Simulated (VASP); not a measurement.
# BN (sol2) (P6_3mc) in VASP: a series of runs, part 2 of 2

VASP 6.6.1. Earlier steps stand in the parts before.

### 5 Relaxation of the atoms, PBEsol (strained cell)

Input file INCAR:

```
ALGO = Normal
EDIFF = 1E-6
EDIFFG = -0.002
ENCUT = 520
GGA = PS
IBRION = 2
ISIF = 2
ISMEAR = 0
LASPH = True
LCHARG = False
LREAL = False
LWAVE = False
NELM = 60
NSW = 60
PREC = Accurate
SIGMA = 0.02
```

Input file KPOINTS:

```
k-points
0
Gamma
  9 9 6
```

Input file POSCAR:

```
BN
1.0
    2.5423269624      0.0000000000      0.0000000000
   -1.2711634812      2.2017197341      0.0000000000
    0.0000000000      0.0000000000      4.1606277799
B N
2 2
Direct
    0.3333333333      0.6666666667     -0.0000934330
    0.6666666667      0.3333333333      0.4999065670
    0.3333333333      0.6666666667      0.3740934330
    0.6666666667      0.3333333333      0.8740934330
```

Launch:

```sh
> cat potpaw_PBE.64/B/POTCAR potpaw_PBE.64/N/POTCAR > POTCAR
> mpirun -np 1 vasp_std > vasp.out
```

Wall time 9.6 s (1 thread of Intel Xeon 6975P-C (Granite Rapids), shared host); peak memory 0.13 GiB.

It converged, with:

```yaml
Free_energy: -36.6164 eV
Energy_gained_by_relaxing: 0.0 meV/atom
Ionic_steps: 3
Pressure_after_relaxing: 4.3 GPa
Band_gap_on_the_k_mesh: 4.98 eV, indirect (least direct gap 8.20 eV)
```

Stress tensor (GPa, compression positive):
```
 0.73  0.00  0.00
 0.00  0.73  0.00
 0.00  0.00 11.59
```

Step by step:
```csv
step,energy change (eV),largest force (eV/Å),pressure (GPa)
1,0.0000,0.0520,4.34
2,0.0001,0.0745,4.36
3,-0.0001,0.0009,4.35
```

Final structure:
```yaml
crystal:
  lattice:
    - [2.54233, 0.00000, 0.00000]
    - [-1.27116, 2.20172, 0.00000]
    - [0.00000, 0.00000, 4.16063]
  atoms:
    - { symbol: B, position: [0.33333, 0.66667, 0.99966] }
    - { symbol: B, position: [0.66667, 0.33333, 0.49966] }
    - { symbol: N, position: [0.33333, 0.66667, 0.37434] }
    - { symbol: N, position: [0.66667, 0.33333, 0.87434] }
```

Levels at points of the mesh, in eV from the valence-band top:
| k point | band 5 | band 6 | band 7 | band 8 | band 9 | band 10 | band 11 | band 12 |
| --- | --- | --- | --- | --- | --- | --- | --- | --- |
| (0.00, 0.00, 0.00) | -2.25 | -0.24 | 0.00 | 0.00 | 8.27 | 8.27 | 8.97 | 9.45 |
| (0.00, 0.00, 0.50) | -1.25 | -1.25 | -1.25 | -1.25 | 9.42 | 9.42 | 9.88 | 9.88 |

Caveat: the cell differs from its parent crystal (strained cell); the PAW data sets were made with another functional, which shifts forces and pressure a little.

### 6 Relaxation of the atoms, PBEsol (strained cell)

Input file INCAR:

```
PREC = Accurate
ENCUT = 520
EDIFF = 1E-6
ISMEAR = 0
SIGMA = 0.02
LREAL = False
LASPH = True
NELM = 80
ALGO = Normal
ISIF = 2
LWAVE = False
LCHARG = False
GGA = PS
IBRION = 2
NSW = 60
EDIFFG = -0.002
```

Input file KPOINTS:

```
Automatic mesh
0
Gamma
  9 9 6
```

Input file POSCAR:

```
BN
1.0
    2.5420668337      0.0000000000      0.0000000000
   -1.2710334168      2.2014944561      0.0000000000
    0.0000000000      0.0000000000      4.1606277799
B N
2 2
Direct
    0.3333333333      0.6666666667     -0.0003399506
    0.6666666667      0.3333333333      0.4996600494
    0.3333333333      0.6666666667      0.3743399506
    0.6666666667      0.3333333333      0.8743399506
```

Potentials or basis: VASP PAW PBE potentials, release 64 (B, N).

Launch:

```sh
> cat potpaw_PBE.64/B/POTCAR potpaw_PBE.64/N/POTCAR > POTCAR
> mpirun -np 1 vasp_std > vasp.out
```

OUTCAR:

```text
PREC = Accurate
   ENCUT = 520
   EDIFF = 1E-6
   ISMEAR = 0
   LREAL = False
   LASPH = True
   NELM = 80
   ISIF = 2
   GGA = PS
   IBRION = 2
   NSW = 60
   EDIFFG = -0.002

 ion  position               nearest neighbor table
   1  0.333  0.667  1.000-   4 1.56   4 1.56   4 1.56   3 1.56
   2  0.667  0.333  0.500-   3 1.56   3 1.56   3 1.56   4 1.56
   3  0.333  0.667  0.374-   2 1.56   2 1.56   2 1.56   1 1.56
   4  0.667  0.333  0.874-   1 1.56   1 1.56   1 1.56   2 1.56

  LATTYP: Found a hexagonal cell.
 ALAT       =     2.5420668337
 C/A-ratio  =     1.6367106186

  Lattice vectors:

 A1 = (   2.5420668337,   0.0000000000,   0.0000000000)
 A2 = (  -1.2710334168,   2.2014944561,   0.0000000000)
 A3 = (   0.0000000000,   0.0000000000,   4.1606277799)

Analysis of symmetry for initial positions (statically):
=====================================================================
 Subroutine PRICEL returns:
 Original cell was already a primitive cell.

 Routine SETGRP: Setting up the symmetry group for a
 hexagonal supercell.

 Subroutine GETGRP returns: Found 12 space group operations
 (whereof  6 operations were pure point group operations)
 out of a pool of 24 trial point group operations.

The static configuration has the point symmetry C_3v.
 The point group associated with its full space group is C_6v.

Analysis of symmetry for dynamics (positions and initial velocities):
=====================================================================
 Subroutine PRICEL returns:
 Original cell was already a primitive cell.

 Routine SETGRP: Setting up the symmetry group for a
 hexagonal supercell.

 Subroutine GETGRP returns: Found 12 space group operations
 (whereof  6 operations were pure point group operations)
 out of a pool of 24 trial point group operations.

The dynamic configuration has the point symmetry C_3v.
 The point group associated with its full space group is C_6v.

 Subroutine INISYM returns: Found 12 space group operations
 (whereof  6 operations are pure point group operations),
[... 128 lines left out ...]
   IVDW    =     0    specifies the selected vdW correction
   LEPSILON=     F    determine dielectric tensor
   LRPA    =     F    only Hartree local field effects (RPA)
 conjugate gradient relaxation of ions
 non-spin polarized calculation
 Gauss-broadening in eV      SIGMA  =   0.02
  energy-cutoff  :      520.00
  volume of cell :       23.28
 maximum number of plane-waves:       652
 NGX is ok and might be reduce to    20
   NGX =  9   NGY =  9   NGZ = 15

 number of electron      16.0000000 magnetization

 Free energy of the ion-electron system (eV)
  ---------------------------------------------------
  ext. energy  EPLUGINS =         0.00000000
  ---------------------------------------------------
  free energy    TOTEN  =       -36.61640730 eV

  energy without entropy =      -36.61640730  energy(sigma->0) =      -36.61640730

 E-fermi :   7.8655     XC(G=0): -13.0772

 val. band max:        7.6949979819   @ k =   0.0000   0.0000   0.0000
 cond. band min:      12.6774773010   @ k =   0.3333   0.3333   0.0000
 fundamental gap:      4.9824793191
 Fermi energy:         7.8655275368

 k-point     1 :       0.0000    0.0000    0.0000
  band No.  band energies     occupation
      1     -12.8964      2.00000
      2      -8.5275      2.00000
      3      -3.4209      2.00000
      4       5.4483      2.00000
      5       5.4483      2.00000
      6       7.4575      2.00000
      7       7.6950      2.00000
      8       7.6950      2.00000
      9      15.9693      0.00000
     10      15.9693      0.00000
     11      16.6589      0.00000
     12      17.1472      0.00000
[... 331 lines left out ...]
 k-point    24 :       0.3333    0.3333    0.1667
  band No.  band energies     occupation
      1      -7.4396      2.00000
      2      -7.4396      2.00000
      3      -1.6192      2.00000
      4      -0.2206      2.00000
      5      -0.2206      2.00000
      6       1.7793      2.00000
      7       2.9820      2.00000
      8       2.9820      2.00000
      9      13.4546      0.00000
     10      19.8825      0.00000
     11      19.8825      0.00000
     12      21.1913      0.00000

 [... further k-points ...]
[... 5 lines left out ...]
  --------------------------------------------------------------------------------------
  -------------------------------------------------------------------------------------
  Total        0.1224957      0.1224957      1.6855097      0.0000000      0.0000000      0.0000000
  in kB        8.4288427      8.4288427    115.9787453      0.0000000      0.0000000      0.0000000
  external PRESSURE =      44.2788102 kB  Pullay stress =       0.0000000 kB

 VOLUME and BASIS-vectors are now :
 -----------------------------------------------------------------------------
  energy-cutoff  :      520.00
  volume of cell :       23.28
      direct lattice vectors                 reciprocal lattice vectors
     2.542066834  0.000000000  0.000000000     0.393380688  0.227118446  0.000000000
    -1.271033417  2.201494456  0.000000000     0.000000000  0.454236892  0.000000000
     0.000000000  0.000000000  4.160627780     0.000000000  0.000000000  0.240348345

 POSITION                                       TOTAL-FORCE (eV/Angst)
 -----------------------------------------------------------------------------------
     -0.00000      1.46766      4.15921         0.000000      0.000000      0.000407
      1.27103      0.73383      2.07890        -0.000000      0.000000      0.000407
     -0.00000      1.46766      1.55749         0.000000     -0.000000     -0.000407
      1.27103      0.73383      3.63780        -0.000000      0.000000     -0.000407
 -----------------------------------------------------------------------------------
    total drift:                               -0.000000     -0.000000     -0.000380

  FREE ENERGIE OF THE ION-ELECTRON SYSTEM (eV)
  ---------------------------------------------------
  free  energy   TOTEN  =       -36.6164072969 eV

  energy  without entropy=      -36.6164072969  energy(sigma->0) =      -36.61640730

 reached required accuracy - stopping structural energy minimisation
```

OSZICAR:

```text
N       E                     dE             d eps       ncg     rms          rms(c)
DAV:   1     0.441865831518E+02    0.44187E+02   -0.87087E+03  1152   0.129E+03
DAV:   2    -0.364059104573E+02   -0.80592E+02   -0.75660E+02  1580   0.268E+02
DAV:   3    -0.385563516799E+02   -0.21504E+01   -0.21438E+01  1532   0.448E+01
DAV:   4    -0.385678657226E+02   -0.11514E-01   -0.11509E-01  1380   0.324E+00
DAV:   5    -0.385679903494E+02   -0.12463E-03   -0.12460E-03  1512   0.329E-01    0.941E+00
DAV:   6    -0.368345889921E+02    0.17334E+01   -0.43655E+00  1404   0.172E+01    0.462E+00
DAV:   7    -0.366592562134E+02    0.17533E+00   -0.23278E-01  1372   0.460E+00    0.268E+00
DAV:   8    -0.366171453126E+02    0.42111E-01   -0.69109E-02  1296   0.233E+00    0.214E-01
DAV:   9    -0.366163418336E+02    0.80348E-03   -0.20710E-03  1484   0.463E-01    0.117E-01
DAV:  10    -0.366164079716E+02   -0.66138E-04   -0.18998E-04  1400   0.136E-01    0.212E-02
DAV:  11    -0.366164076641E+02    0.30755E-06   -0.43655E-05  1460   0.565E-02    0.115E-02
DAV:  12    -0.366164072969E+02    0.36712E-06   -0.61108E-06  1412   0.233E-02
   1 F= -.36616407E+02 E0= -.36616407E+02  d E =-.366164E+02
```

It took 5.4 s on 1 thread of Intel Xeon 6975P-C (Granite Rapids), shared host; peak memory 0.13 GiB.

What came out:

```
Free energy             : -36.6164 eV
Pressure after relaxing : 4.4 GPa
Band gap on the k mesh  : 4.98 eV, indirect (least direct gap 8.20 eV)
```

Final structure:
```xyz
4
Lattice="2.5421 0.0000 0.0000 -1.2710 2.2015 0.0000 0.0000 0.0000 4.1606" Properties=species:S:1:pos:R:3 pbc="T T T"
B     0.0000    1.4677    4.1592
B     1.2710    0.7338    2.0789
N     0.0000    1.4677    1.5575
N     1.2710    0.7338    3.6378
```

Levels at points of the mesh, in eV from the valence-band top:
```
           k point  band 5  band 6  band 7  band 8  band 9  band 10  band 11  band 12
(0.00, 0.00, 0.00)   -2.25   -0.24    0.00    0.00    8.27     8.27     8.96     9.45
(0.00, 0.00, 0.50)   -1.25   -1.25   -1.25   -1.25    9.42     9.42     9.88     9.88
```

Caveat: the cell differs from its parent crystal (strained cell); the relaxation stopped at its first step, so nothing moved; the PAW data sets were made with another functional, which shifts forces and pressure a little. A k mesh can miss the band edges.

### 7 Overview

```tsv
task	potentials or basis	cell	cutoff (eV)	second run	gap on the mesh (eV)	pressure (GPa)
single point	VASP PAW PBE potentials, release 64 (B_h, N_h)	a = 2.512, b = 2.512, c = 4.161 Å, angles 90.0, 90.0, 120.0°, 4 atoms	910	hard_potentials	4.87	13.4
relaxation of the atoms	VASP PAW PBE potentials, release 64 (B, N)	atoms relaxed from a = 2.512, b = 2.512, c = 4.161 Å, angles 90.0, 90.0, 120.0°, 4 atoms	520	-	4.86	14.4
relaxation of the atoms	VASP PAW PBE potentials, release 64 (B, N)	atoms relaxed from a = 2.547, b = 2.547, c = 4.161 Å, angles 90.0, 90.0, 120.0°, 4 atoms	520	-	5.00	2.9
relaxation of the atoms	VASP PAW PBE potentials, release 64 (B, N)	atoms relaxed from a = 2.542, b = 2.542, c = 4.161 Å, angles 90.0, 90.0, 120.0°, 4 atoms	520	-	4.98	4.4
```

Alike in all rows: level PBEsol; no spin polarisation; k mesh 9 × 9 × 6; smearing gaussian 0.02 eV.

Caveats: the PAW data sets were made with another functional, which shifts forces and pressure a little; the cutoff is under 1.25 times the usual one of these potentials, so pressure, stress and relaxed cells hold a basis-set (Pulay) error (some runs); the relaxation stopped at its first step, so nothing moved (some runs).

Total energies depend on the potentials used, so only differences within one code and one set of settings carry meaning.
